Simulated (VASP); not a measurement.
# C (Cmme) in VASP: further runs

The runs below take C through single point, with PBEsol.

Program: VASP 6.6.1. These are calculated values, not measurements. Logs are shortened: lines on timing, memory, paths and dates and some standing lists are left out, and cuts for length are marked.

## (1) The cell of the first run

It takes space group Cmme (No. 67, orthorhombic). The conventional cell has a = 2.456 Å, b = 4.254 Å, c = 7.173 Å, α = 90.00°, β = 90.00°, γ = 90.00°. Within 1.9 Å of C (site symmetry m) lie 3 C at 1.42 Å.

## (2) Single point, PBEsol

INCAR

```
SYSTEM = C
PREC = Accurate ; ENCUT = 520
EDIFF = 1E-6 ; ISMEAR = 1
SIGMA = 0.1 ; LREAL = .False.
LASPH = .True. ; NELM = 100
ALGO = Normal ; ISIF = 2
LWAVE = .False. ; LCHARG = .False.
GGA = PS ; NBANDS = 16
```

KPOINTS

```
Automatic mesh
0
Gamma
  10 10 3
  0 0 0
```

POSCAR

```
C
1.0
    1.2280480000     -2.1270620000      0.0000000000
    1.2280480000      2.1270620000      0.0000000000
    0.0000000000      0.0000000000      7.1732680000
C
4
Direct
    0.0833790000      0.9166210000      0.7531380000
    0.5833790000      0.4166210000      0.2468620000
    0.9166210000      0.0833790000      0.2468620000
    0.4166210000      0.5833790000      0.7531380000
```

Potentials or basis: VASP PAW PBE potentials, release 64 (C).

On the command line:

```console
cat potpaw_PBE.64/C/POTCAR > POTCAR
mpirun -np 1 vasp_std > vasp.out
```

OUTCAR:

```text
SYSTEM = C
   PREC = Accurate
   ENCUT = 520
   EDIFF = 1E-6
   ISMEAR = 1
   LREAL = .False.
   LASPH = .True.
   NELM = 100
   ISIF = 2
   GGA = PS

 ion  position               nearest neighbor table
   1  0.083  0.917  0.753-   4 1.42   4 1.42   4 1.42
   2  0.583  0.417  0.247-   3 1.42   3 1.42   3 1.42
   3  0.917  0.083  0.247-   2 1.42   2 1.42   2 1.42
   4  0.417  0.583  0.753-   1 1.42   1 1.42   1 1.42

  LATTYP: Found a hexagonal cell.
 ALAT       =     2.4561137274
 C/A-ratio  =     2.9205764863

  Lattice vectors:

 A1 = (   1.2280480000,  -2.1270620000,   0.0000000000)
 A2 = (   1.2280480000,   2.1270620000,   0.0000000000)
 A3 = (   0.0000000000,   0.0000000000,   7.1732680000)

Analysis of symmetry for initial positions (statically):
=====================================================================
 Subroutine PRICEL returns:
 Original cell was already a primitive cell.

 Routine SETGRP: Setting up the symmetry group for a
 hexagonal supercell.

 Subroutine GETGRP returns: Found  8 space group operations
 (whereof  4 operations were pure point group operations)
 out of a pool of 24 trial point group operations.

The static configuration has the point symmetry C_2h.
 The point group associated with its full space group is D_2h.

Analysis of symmetry for dynamics (positions and initial velocities):
=====================================================================
 Subroutine PRICEL returns:
 Original cell was already a primitive cell.

 Routine SETGRP: Setting up the symmetry group for a
 hexagonal supercell.

 Subroutine GETGRP returns: Found  8 space group operations
 (whereof  4 operations were pure point group operations)
 out of a pool of 24 trial point group operations.

The dynamic configuration has the point symmetry C_2h.
 The point group associated with its full space group is D_2h.

 Subroutine INISYM returns: Found  8 space group operations
 (whereof  4 operations are pure point group operations),
 and found     1 'primitive' translations

----------------------------------------------------------------------------------------

                                     Primitive cell

  volume of cell :      37.4751

  direct lattice vectors                    reciprocal lattice vectors
     1.228048000 -2.127062000  0.000000000     0.407150209 -0.235066021  0.000000000
     1.228048000  2.127062000  0.000000000     0.407150209  0.235066021  0.000000000
     0.000000000  0.000000000  7.173268000     0.000000000  0.000000000  0.139406474

  length of vectors
     2.456113727  2.456113727  7.173268000     0.470135435  0.470135435  0.139406474

  position of ions in fractional coordinates (direct lattice)
     0.083379000  0.916621000  0.753138000
     0.583379000  0.416621000  0.246862000
     0.916621000  0.083379000  0.246862000
     0.416621000  0.583379000  0.753138000

  ion indices of the primitive-cell ions
   primitive index   ion index
                 1           1
                 2           2
                 3           3
                 4           4

----------------------------------------------------------------------------------------

 KPOINTS: Automatic mesh

Automatic generation of k-mesh.
 Grid dimensions read from file:
 generate k-points for:   10   10    3

 Generating k-lattice:

  Cartesian coordinates                     Fractional coordinates (reciprocal lattice)
     0.040715021 -0.023506602  0.000000000     0.100000000  0.000000000  0.000000000
     0.040715021  0.023506602  0.000000000     0.000000000  0.100000000  0.000000000
     0.000000000  0.000000000  0.046468825     0.000000000  0.000000000  0.333333333

  Length of vectors
     0.047013543  0.047013543  0.046468825

  Shift w.r.t. Gamma in fractional coordinates (k-lattice)
     0.000000000  0.000000000  0.000000000

 Subroutine IBZKPT returns following result:
 ===========================================

 Found     62 irreducible k-points:

 Following reciprocal coordinates:
            Coordinates               Weight
  0.000000  0.000000  0.000000      1.000000
  0.100000 -0.000000  0.000000      4.000000
 -0.100000  0.100000  0.000000      2.000000
  0.200000 -0.000000  0.000000      4.000000
 -0.200000  0.200000  0.000000      2.000000
  0.300000 -0.000000  0.000000      4.000000
[... 16 lines left out ...]
  0.200000  0.200000  0.000000      2.000000
 -0.200000  0.400000  0.000000      4.000000
 [... further k-points ...]
   k-points           NKPTS =     62   k-points in BZ     NKDIM =     62   number of bands    NBANDS=     16
   number of dos      NEDOS =    301   number of ions     NIONS =      4
   total plane-waves  NPLWV =  17496
   dimension x,y,z NGX =    18 NGY =   18 NGZ =   54
   dimension x,y,z NGXF=    36 NGYF=   36 NGZF=  108
   ions per type =               4
   NGX,Y,Z   is equivalent  to a cutoff of  12.18, 12.18, 12.51 a.u.
   NGXF,Y,Z  is equivalent  to a cutoff of  24.37, 24.37, 25.03 a.u.
 SYSTEM =  C
   PREC   = accura    normal or accurate (medium, high low for compatibility)
   ISTART =      0    job   : 0-new  1-cont  2-samecut
   ICHARG =      2    charge: 1-file 2-atom 10-const
   ISPIN  =      1    spin polarized calculation?
   LNONCOLLINEAR =      F non collinear calculations
   LSORBIT =      F    spin-orbit coupling
   LASPH  =      T    aspherical Exc in radial PAW
   ENCUT  =  520.0 eV  38.22 Ry    6.18 a.u.   4.57  4.57 13.34*2*pi/ulx,y,z
   NELM   =    100;   NELMIN=  2; NELMDL= -5     # of ELM steps
   EDIFF  = 0.1E-05   stopping-criterion for ELM
   LREAL  =      F    real-space projection
   EDIFFG = 0.1E-04   stopping-criterion for IOM
   NSW    =      0    number of steps for IOM
   IBRION =     -1    ionic relax: 0-MD 1-quasi-New 2-CG
   NFREE  =      0    steps in history (QN), initial steepest desc. (CG)
   ISIF   =      2    stress and relaxation
   ISYM   =      2    0-nonsym 1-usesym 2-fastsym
   POTIM  = 0.5000    time-step for ionic-motion
   TEBEG  =    0.0;   TEEND  =   0.0 temperature during run
   PSTRESS=    0.0 pullay stress
   NELECT =      16.0000    total number of electrons
   NUPDOWN=      -1.0000    fix difference up-down
   EMIN   =  10.00;   EMAX   =-10.00  energy-range for DOS
   EFERMI =   0.00;   METHOD = LEGACY
   ISMEAR =     1;   SIGMA  =   0.10  broadening in eV -4-tet -1-fermi 0-gaus
   EFERMI_NEDOS =   21; number of points for ismear=-14 and -15
   IALGO  =     38    algorithm
   IMIX   =      4    mixing-type and parameters
     AMIX     =   0.40;   BMIX     =  1.00
     AMIX_MAG =   1.60;   BMIX_MAG =  1.00
  volume/ion in A,a.u.               =       9.37        63.22
  Fermi-wavevector in a.u.,A,eV,Ry     =   1.232728  2.329518 20.675667  1.519619
  Thomas-Fermi vector in A             =   2.367487
   LORBIT       =      0    0 simple, 1 ext, 2 COOP (PROOUT), +10 PAW based schemes
   GGA     = PS    functional components
   LHFCALC =     F    Hartree Fock is set to
   AEXX    =    0.0000 exact exchange contribution
   IVDW    =     0    specifies the selected vdW correction
   LEPSILON=     F    determine dielectric tensor
   LRPA    =     F    only Hartree local field effects (RPA)
 non-spin polarized calculation
 Methfessel and Paxton  Order N= 1 SIGMA  =   0.10
  energy-cutoff  :      520.00
  volume of cell :       37.48
 maximum number of plane-waves:      1029
   NGX =  9   NGY =  9   NGZ = 27

 number of electron      15.9999996 magnetization

 Free energy of the ion-electron system (eV)
  ---------------------------------------------------
  ext. energy  EPLUGINS =         0.00000000
  ---------------------------------------------------
  free energy    TOTEN  =       -38.58392604 eV

  energy without entropy =      -38.58404589  energy(sigma->0) =      -38.58396599

 E-fermi :   3.5419     XC(G=0): -10.0938

 val. band max:        3.4634458773   @ k =  -0.3000  -0.4000   0.0000
 cond. band min:       4.7101821194   @ k =   0.3000   0.3000   0.0000
 fundamental gap:      1.2467362421
 Fermi energy:         3.5418728453

 k-point     1 :       0.0000    0.0000    0.0000
  band No.  band energies     occupation
      1     -15.5510      2.00000
      2     -15.3700      2.00000
      3      -4.2920      2.00000
      4      -2.8759      2.00000
      5       1.1103      2.00000
      6       1.1163      2.00000
[... 8 lines left out ...]
     15      15.6736      0.00000
     16      15.7559      0.00000

 k-point     2 :       0.1000   -0.0000    0.0000
  band No.  band energies     occupation
      1     -15.3116      2.00000
      2     -15.1335      2.00000
      3      -4.0004      2.00000
      4      -2.5988      2.00000
      5       0.1892      2.00000
      6       0.2111      2.00000
[... 8 lines left out ...]
     15      14.8187      0.00000
     16      14.9770      0.00000

 k-point     3 :      -0.1000    0.1000    0.0000
  band No.  band energies     occupation
      1     -15.3116      2.00000
      2     -15.1335      2.00000
      3      -4.0008      2.00000
      4      -2.5983      2.00000
      5       0.1841      2.00000
      6       0.2011      2.00000
[... 8 lines left out ...]
     15      14.8941      0.00000
     16      14.9012      0.00000

 k-point     4 :       0.2000   -0.0000    0.0000
  band No.  band energies     occupation
      1     -14.5971      2.00000
      2     -14.4275      2.00000
      3      -3.1351      2.00000
      4      -2.0159      2.00000
      5      -1.9721      2.00000
      6      -1.7811      2.00000
[... 8 lines left out ...]
     15      16.0327      0.00000
     16      16.0334      0.00000
[... 324 lines left out ...]
 k-point    22 :       0.5000    0.4000    0.0000
  band No.  band energies     occupation
      1     -10.7259      2.00000
      2     -10.5959      2.00000
      3      -8.3237      2.00000
      4      -8.2261      2.00000
      5      -3.0183      2.00000
      6      -2.9787      2.00000
[... 8 lines left out ...]
     15      16.4975      0.00000
     16      19.4062      0.00000

 k-point    23 :       0.2000    0.2000    0.0000
  band No.  band energies     occupation
      1     -12.7257      2.00000
      2     -12.5781      2.00000
      3      -4.8247      2.00000
      4      -4.7549      2.00000
      5      -3.4203      2.00000
      6      -3.3715      2.00000
[... 8 lines left out ...]
     15      16.1932      0.00000
     16      16.4352      0.00000

 k-point    24 :      -0.2000    0.4000    0.0000
  band No.  band energies     occupation
      1     -12.7264      2.00000
      2     -12.5779      2.00000
      3      -4.7955      2.00000
      4      -4.7952      2.00000
      5      -3.3908      2.00000
      6      -3.3886      2.00000
[... 8 lines left out ...]
     15      16.2916      0.00000
     16      16.3683      0.00000

 [... further k-points ...]
[... 5 lines left out ...]
  --------------------------------------------------------------------------------------
  -------------------------------------------------------------------------------------
  Total        0.5413256      0.4870804      0.0757321      0.0000000      0.0000000      0.0000000
  in kB       23.1433717     20.8242191      3.2377852      0.0000000      0.0000000      0.0000000
  external PRESSURE =      15.7351253 kB  Pullay stress =       0.0000000 kB

 VOLUME and BASIS-vectors are now :
 -----------------------------------------------------------------------------
  energy-cutoff  :      520.00
  volume of cell :       37.48
      direct lattice vectors                 reciprocal lattice vectors
     1.228048000 -2.127062000  0.000000000     0.407150209 -0.235066021  0.000000000
     1.228048000  2.127062000  0.000000000     0.407150209  0.235066021  0.000000000
     0.000000000  0.000000000  7.173268000     0.000000000  0.000000000  0.139406474

 POSITION                                       TOTAL-FORCE (eV/Angst)
 -----------------------------------------------------------------------------------
      1.22805      1.77236      5.40246         0.000000      0.016340     -0.005329
      1.22805     -0.35470      1.77081         0.000000      0.016340      0.005329
      1.22805     -1.77236      1.77081         0.000000     -0.016340      0.005329
      1.22805      0.35470      5.40246         0.000000     -0.016340     -0.005329
 -----------------------------------------------------------------------------------
    total drift:                                0.000000     -0.000000      0.000000

  FREE ENERGIE OF THE ION-ELECTRON SYSTEM (eV)
  ---------------------------------------------------
  free  energy   TOTEN  =       -38.5839260406 eV

  energy  without entropy=      -38.5840458898  energy(sigma->0) =      -38.58396599
```

Wall time 39 s (1 thread of AMD EPYC 9R45, shared host); peak memory 0.12 GiB.

Results:

```yaml
Free_energy: -38.5839 eV
Pressure: 1.6 GPa
Largest_force: 0.017 eV/Å
Band_gap_on_the_k_mesh: 1.25 eV
```

Forces in eV/Å, atoms in the order of the input:
```
C    0.000  0.016 -0.005
C    0.000  0.016  0.005
C    0.000 -0.016  0.005
C    0.000 -0.016 -0.005
```

Stress tensor (GPa, compression positive):
```
2.31 0.00 0.00
0.00 2.08 0.00
0.00 0.00 0.32
```

Caveat: the PAW data sets were made with another functional, which shifts forces and pressure a little; this functional lacks dispersion, which binds the layers, so the pressure and a relaxed spacing across them are unreliable. PBEsol gaps usually lie below the measured ones, often by a third to a half.

## (3) Single point, PBEsol

INCAR

```
SYSTEM = C
ALGO = Normal ; EDIFF = 1E-6
ENCUT = 520 ; GGA = PS
ISIF = 2 ; ISMEAR = 1
LASPH = .True. ; LCHARG = .False.
LREAL = .False. ; LWAVE = .False.
NBANDS = 16 ; NELM = 100
PREC = Accurate ; SIGMA = 0.1
```

KPOINTS

```
k-points
0
Gamma
  13 13 4
  0 0 0
```

POSCAR is that of step 2.

Potentials or basis: VASP PAW PBE potentials, release 64 (C).

On the command line:

```console
cat potpaw_PBE.64/C/POTCAR > POTCAR
mpirun -np 1 vasp_std > vasp.out
```

Run time: 91 s. Hardware: 1 thread of AMD EPYC 9R45, shared host; peak memory 0.15 GiB.

Results (log left out):

```
Free energy            : -38.5794 eV
Pressure               : 1.6 GPa
Largest force          : 0.016 eV/Å
Band gap on the k mesh : 0.78 eV
```

Forces on the atoms (eV/Å):
```
C    0.000  0.015 -0.005
C    0.000  0.015  0.005
C    0.000 -0.015  0.005
C    0.000 -0.015 -0.005
```

Stress tensor (GPa, compression positive):
```
2.36 0.00 0.00
0.00 2.11 0.00
0.00 0.00 0.30
```

Levels at points of the mesh, in eV from the valence-band top:
```csv
k point,band 5,band 6,band 7,band 8,band 9,band 10,band 11,band 12
"(0.00, 0.00, 0.00)",-2.57,-2.56,-2.56,-2.54,3.98,8.77,8.80,8.82
"(0.00, 0.00, 0.50)",-2.57,-2.57,-2.56,-2.55,6.06,6.25,8.79,8.80
```

Caveat: the PAW data sets were made with another functional, which shifts forces and pressure a little; this functional lacks dispersion, which binds the layers, so the pressure and a relaxed spacing across them are unreliable.
